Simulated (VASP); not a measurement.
# BeAl2 (P6_222) in VASP: notebook

The runs below take BeAl2 through single point, with PBE.

All numbers are computed with VASP 6.6.1; they aren't measurements. Logs are shortened: lines on timing, memory, paths and dates and some standing lists are left out, and cuts for length are marked.

## Step 1: The cell of the first run

The structure is hexagonal, space group P6_222 (No. 180). The conventional cell has a = 5.370 Å, b = 5.370 Å, c = 5.896 Å, α = 90.00°, β = 90.00°, γ = 120.00°. Within 2.3 Å of Be (site symmetry 222) lie 4 Al at 1.70 Å. Within 2.3 Å of Al (site symmetry 2) lie 2 Be at 1.70 Å.

## Step 2: Single point, PBE

Contents of INCAR:

```
PREC = Accurate
ENCUT = 520
EDIFF = 1E-6
ISMEAR = 0
SIGMA = 0.1
LREAL = F
LASPH = T
NELM = 80
ALGO = Normal
ISIF = 2
LWAVE = F
LCHARG = F
GGA = PE
NBANDS = 22
```

Contents of KPOINTS:

```
Automatic mesh
0
Gamma
  6 6 4
```

Contents of POSCAR:

```
BeAl2
1.0
    5.3696683710      0.0000000000      0.0000000000
   -2.6848341856      4.6502692193      0.0000000000
    0.0000000000      0.0000000000      5.8956790346
Be Al
3 6
Direct
    0.5000000000      0.0000000000      0.0000000000
    0.5000000000      0.5000000000      0.3333333333
    0.0000000000      0.5000000000      0.6666666667
    0.2110000000      0.4220000000      0.5000000000
    0.7890000000      0.2110000000      0.8333333333
    0.5780000000      0.7890000000      0.1666666667
    0.7890000000      0.5780000000      0.5000000000
    0.2110000000      0.7890000000      0.8333333333
    0.4220000000      0.2110000000      0.1666666667
```

Potentials or basis: VASP PAW PBE potentials, release 64 (Be, Al).

Launch:

```console
$ cat potpaw_PBE.64/Be/POTCAR potpaw_PBE.64/Al/POTCAR > POTCAR
$ mpirun -np 1 vasp_std > vasp.out
```

OUTCAR:

```text
PREC = Accurate
   ENCUT = 520
   EDIFF = 1E-6
   ISMEAR = 0
   LREAL = F
   LASPH = T
   NELM = 80
   ISIF = 2
   GGA = PE

 ion  position               nearest neighbor table
   1  0.500  0.000  0.000-   5 1.70   8 1.70   6 1.70   9 1.70
   2  0.500  0.500  0.333-   6 1.70   9 1.70   7 1.70   4 1.70
   3  0.000  0.500  0.667-   5 1.70   8 1.70   7 1.70   4 1.70
   4  0.211  0.422  0.500-   2 1.70   3 1.70   5 2.78   9 2.78   7 2.78   7 2.78   6 2.78   8 2.78

   5  0.789  0.211  0.833-   3 1.70   1 1.70   4 2.78   6 2.78   8 2.78   8 2.78   7 2.78   9 2.78
[... 5 lines left out ...]
   8  0.211  0.789  0.833-   3 1.70   1 1.70   7 2.78   9 2.78   5 2.78   5 2.78   4 2.78   6 2.78

   9  0.422  0.211  0.167-   2 1.70   1 1.70   4 2.78   8 2.78   6 2.78   6 2.78   7 2.78   5 2.78

  LATTYP: Found a hexagonal cell.
 ALAT       =     5.3696683710
 C/A-ratio  =     1.0979596182

  Lattice vectors:

 A1 = (   5.3696683710,   0.0000000000,   0.0000000000)
 A2 = (  -2.6848341856,   4.6502692193,   0.0000000000)
 A3 = (   0.0000000000,   0.0000000000,   5.8956790346)

Analysis of symmetry for initial positions (statically):
=====================================================================
 Subroutine PRICEL returns:
 Original cell was already a primitive cell.

 Routine SETGRP: Setting up the symmetry group for a
 hexagonal supercell.

 Subroutine GETGRP returns: Found 12 space group operations
 (whereof  4 operations were pure point group operations)
 out of a pool of 24 trial point group operations.

The static configuration has the point symmetry D_2 .
 The point group associated with its full space group is D_6 .

Analysis of symmetry for dynamics (positions and initial velocities):
=====================================================================
 Subroutine PRICEL returns:
 Original cell was already a primitive cell.

 Routine SETGRP: Setting up the symmetry group for a
 hexagonal supercell.

 Subroutine GETGRP returns: Found 12 space group operations
 (whereof  4 operations were pure point group operations)
 out of a pool of 24 trial point group operations.

The dynamic configuration has the point symmetry D_2 .
 The point group associated with its full space group is D_6 .

 Subroutine INISYM returns: Found 12 space group operations
 (whereof  4 operations are pure point group operations),
[... 109 lines left out ...]
   NSW    =      0    number of steps for IOM
   IBRION =     -1    ionic relax: 0-MD 1-quasi-New 2-CG
   NFREE  =      0    steps in history (QN), initial steepest desc. (CG)
   ISIF   =      2    stress and relaxation
   ISYM   =      2    0-nonsym 1-usesym 2-fastsym
   POTIM  = 0.5000    time-step for ionic-motion
   TEBEG  =    0.0;   TEEND  =   0.0 temperature during run
   PSTRESS=    0.0 pullay stress
   NELECT =      24.0000    total number of electrons
   NUPDOWN=      -1.0000    fix difference up-down
   EMIN   =  10.00;   EMAX   =-10.00  energy-range for DOS
   EFERMI =   0.00;   METHOD = LEGACY
   ISMEAR =     0;   SIGMA  =   0.10  broadening in eV -4-tet -1-fermi 0-gaus
   EFERMI_NEDOS =   21; number of points for ismear=-14 and -15
   IALGO  =     38    algorithm
   IMIX   =      4    mixing-type and parameters
     AMIX     =   0.40;   BMIX     =  1.00
     AMIX_MAG =   1.60;   BMIX_MAG =  1.00
  volume/ion in A,a.u.               =      16.36       110.39
  Fermi-wavevector in a.u.,A,eV,Ry     =   0.894318  1.690017 10.882010  0.799805
  Thomas-Fermi vector in A             =   2.016508
   LORBIT       =      0    0 simple, 1 ext, 2 COOP (PROOUT), +10 PAW based schemes
   GGA     = PE    functional components
   LHFCALC =     F    Hartree Fock is set to
   AEXX    =    0.0000 exact exchange contribution
   IVDW    =     0    specifies the selected vdW correction
   LEPSILON=     F    determine dielectric tensor
   LRPA    =     F    only Hartree local field effects (RPA)
 non-spin polarized calculation
 Gauss-broadening in eV      SIGMA  =   0.10
  energy-cutoff  :      520.00
  volume of cell :      147.22
 maximum number of plane-waves:      3996
 NGX is ok and might be reduce to    40
   NGX = 19   NGY = 19   NGZ = 21

 number of electron      24.0000000 magnetization

 Free energy of the ion-electron system (eV)
  ---------------------------------------------------
  ext. energy  EPLUGINS =         0.00000000
  ---------------------------------------------------
  free energy    TOTEN  =        -7.81516826 eV

  energy without entropy =       -7.80839157  energy(sigma->0) =       -7.81177992

 E-fermi :   4.9213     XC(G=0):  -8.9552

 val. band max:        4.9044713722   @ k =   0.1667  -0.0000   0.2500
 cond. band min:       5.0609135847   @ k =   0.5000  -0.0000   0.0000
 fundamental gap:      0.1564422124
 Fermi energy:         4.9213479309

 k-point     1 :       0.0000    0.0000    0.0000
  band No.  band energies     occupation
      1      -4.3719      2.00000
      2      -1.2095      2.00000
      3      -1.2095      2.00000
      4       0.5738      2.00000
      5       1.0723      2.00000
      6       1.0723      2.00000
[... 514 lines left out ...]
     21      10.3681      0.00000
     22      11.1236      0.00000

------------------------ aborting loop because EDIFF is reached ----------------------------------------

  FORCE on cell =-STRESS in cart. coord.  units (eV):
  Direction    XX          YY          ZZ          XY          YZ          ZX
  --------------------------------------------------------------------------------------
  -------------------------------------------------------------------------------------
  Total       51.9192040     51.9192040     51.0032197     -0.0000000      0.0000000      0.0000000
  in kB      565.0400278    565.0400278    555.0713124     -0.0000000      0.0000000      0.0000000
  external PRESSURE =     561.7171227 kB  Pullay stress =       0.0000000 kB

 VOLUME and BASIS-vectors are now :
 -----------------------------------------------------------------------------
  energy-cutoff  :      520.00
  volume of cell :      147.22
      direct lattice vectors                 reciprocal lattice vectors
     5.369668371  0.000000000  0.000000000     0.186231240  0.107520657  0.000000000
    -2.684834186  4.650269219  0.000000000     0.000000000  0.215041313  0.000000000
     0.000000000  0.000000000  5.895679035     0.000000000  0.000000000  0.169615746

 POSITION                                       TOTAL-FORCE (eV/Angst)
 -----------------------------------------------------------------------------------
      2.68483      0.00000      0.00000         0.000000      0.000000      0.000000
      1.34242      2.32513      1.96523         0.000000      0.000000      0.000000
     -1.34242      2.32513      3.93045         0.000000     -0.000000      0.000000
     -0.00000      1.96241      2.94784         0.000000     -2.603554      0.000000
      3.67017      0.98121      4.91307         2.254744     -1.301777     -0.000000
      0.98533      3.66906      0.98261         2.254744      1.301777     -0.000000
      2.68483      2.68786      2.94784        -0.000000      2.603554     -0.000000
     -0.98533      3.66906      4.91307        -2.254744      1.301777      0.000000
      1.69950      0.98121      0.98261        -2.254744     -1.301777     -0.000000
 -----------------------------------------------------------------------------------
    total drift:                               -0.000000      0.000000      0.000000

  FREE ENERGIE OF THE ION-ELECTRON SYSTEM (eV)
  ---------------------------------------------------
  free  energy   TOTEN  =        -7.8151682612 eV

  energy  without entropy=       -7.8083915716  energy(sigma->0) =       -7.81177992
```

OSZICAR:

```text
N       E                     dE             d eps       ncg     rms          rms(c)
DAV:   1     0.674152167611E+02    0.67415E+02   -0.90465E+03   924   0.879E+02
DAV:   2    -0.221894688375E+02   -0.89605E+02   -0.84057E+02  1200   0.142E+02
DAV:   3    -0.268343436986E+02   -0.46449E+01   -0.46223E+01  1218   0.334E+01
DAV:   4    -0.268984555934E+02   -0.64112E-01   -0.64095E-01  1248   0.456E+00
DAV:   5    -0.268999837695E+02   -0.15282E-02   -0.15281E-02  1284   0.673E-01    0.172E+01
DAV:   6    -0.856728473927E+01    0.18333E+02   -0.39775E+01  1050   0.284E+01    0.498E+00
DAV:   7    -0.782648215785E+01    0.74080E+00   -0.77650E+00  1240   0.110E+01    0.170E+00
DAV:   8    -0.783132449874E+01   -0.48423E-02   -0.67470E-01  1050   0.330E+00    0.952E-01
DAV:   9    -0.781755637728E+01    0.13768E-01   -0.37173E-02  1182   0.948E-01    0.289E-01
DAV:  10    -0.781479006381E+01    0.27663E-02   -0.23128E-02  1112   0.535E-01    0.142E-01
DAV:  11    -0.781529185223E+01   -0.50179E-03   -0.25281E-03  1118   0.211E-01    0.501E-02
DAV:  12    -0.781517398722E+01    0.11787E-03   -0.26201E-04  1124   0.651E-02    0.212E-02
DAV:  13    -0.781516781455E+01    0.61727E-05   -0.65680E-05  1120   0.345E-02    0.657E-03
DAV:  14    -0.781516826116E+01   -0.44661E-06   -0.40118E-06  1150   0.983E-03
   1 F= -.78151683E+01 E0= -.78117799E+01  d E =-.677669E-02
```

stdout:

```text
POSCAR found type information on POSCAR BeAl
 POSCAR found :  2 types and       9 ions
 scaLAPACK will be used
 LDA part: xc-table for (Slater+PW92), standard interpolation
 POSCAR, INCAR and KPOINTS ok, starting setup
 FFT: planning ... GRIDC
 FFT: planning ... GRID_SOFT
 FFT: planning ... GRID
 WAVECAR not read
 entering main loop
```

Run time: 85 s. Hardware: 1 thread of Intel Xeon Platinum 8259CL at 2.50GHz (Skylake/Cascade Lake), shared host; peak memory 0.27 GiB.

Results:

```yaml
Free_energy: -7.8152 eV
Pressure: 56.2 GPa
Largest_force: 2.604 eV/Å
Band_gap_on_the_k_mesh: zero (band 12 reaches 5.35 eV, above the bottom of band 13 at 3.91 eV)
```

Forces in eV/Å, atoms in the order of the input:
```
Be   0.000  0.000  0.000
Be   0.000  0.000  0.000
Be   0.000  0.000  0.000
Al   0.000 -2.604  0.000
Al   2.255 -1.302  0.000
Al   2.255  1.302  0.000
Al   0.000  2.604  0.000
Al  -2.255  1.302  0.000
Al  -2.255 -1.302  0.000
```

Levels at points of the mesh, in eV from the Fermi level:
```tsv
k point	band 9	band 10	band 11	band 12	band 13	band 14	band 15	band 16
(0.00, 0.00, 0.00)	-1.57	-1.25	-1.24	-1.24	-1.01	1.05	1.05	2.95
(0.50, 0.00, 0.00)	-2.40	-1.90	-0.66	0.14	0.48	2.10	2.45	2.97
(0.00, 0.00, 0.50)	-2.39	-2.33	-2.33	-0.45	-0.09	-0.09	0.83	2.98
(0.50, 0.00, 0.50)	-1.33	-0.95	-0.70	-0.44	1.70	2.26	3.12	3.15
```

Caveat: forces of over 1 eV/Å act on the atoms, so gaps and moduli don't describe the material at rest.

(Part 1 of 2 ends here.)
